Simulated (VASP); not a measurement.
Set up this calculation in VASP 6.6.1, as the native input.

```yaml
Task: single point
Functional: PBE
Potentials_or_basis: VASP PAW PBE potentials, release 64 (La, Sc_sv, F)
Cutoff: 520 eV
k_mesh: 4 × 4 × 4
Occupations: gaussian, width 0.1 eV
Spin: no spin polarisation
Dipole_correction: no
Further_INCAR_settings: ALGO = Normal; EDIFF = 1e-06; NBANDS = 22
```

The structure of LaScF lies in POSCAR:

```
LaScF
1.0
    3.1496467145      0.0000000000      0.0000000000
    0.0000000000      3.1496467145      0.0000000000
    0.0000000000      0.0000000000      7.1567926271
La Sc F
1 1 1
Direct
    0.0000000000      0.0000000000      0.0000000000
    0.0000000000      0.0000000000      0.5000000000
    0.5000000000      0.5000000000      0.5000000000
```

The cell was generated, and may not be a known phase.

One way to write it, as run:

INCAR

```
SYSTEM = LaScF
ALGO     = Normal         ! electronic algorithm
EDIFF    = 1E-6           ! SCF threshold, eV
ENCUT    = 520            ! plane-wave cutoff, eV
GGA      = PE             ! functional
ISIF     = 2              ! what is computed and relaxed
ISMEAR   = 0              ! smearing method
LASPH    = .TRUE.         ! aspherical terms in the spheres
LCHARG   = .FALSE.        ! write CHGCAR
LREAL    = .FALSE.        ! projectors in reciprocal space
LWAVE    = .FALSE.        ! write WAVECAR
NBANDS   = 22             ! bands
NELM     = 60             ! most SCF steps
PREC     = Accurate       ! precision mode
SIGMA    = 0.1            ! smearing width, eV
```

KPOINTS

```
k-points
0
G
  4 4 4
  0 0 0
```

Potentials or basis: VASP PAW PBE potentials, release 64 (La, Sc_sv, F).

The run is started by

```sh
$ cat potpaw_PBE.64/La/POTCAR potpaw_PBE.64/Sc_sv/POTCAR potpaw_PBE.64/F/POTCAR > POTCAR
$ mpirun -np 1 vasp_std > vasp.out
```

It gave:

| Property | Result |
| --- | --- |
| Pressure | 0.2 GPa |
| Band gap on the k mesh | zero (an odd number of electrons rules out a gap without spin polarisation) |

Caveat: the k points lie up to 0.50 Å⁻¹ apart, too coarse for converged energies and pressures of a metal; spin-orbit coupling is left out, which moves the levels of the heavy elements; an odd number of electrons without spin polarisation forces a metal; a magnetic or distorted state may lie lower.

Wall time 44 s on 1 thread of Oxide Virtual Turin-like Processor (shared host), peak memory 0.17 GiB.
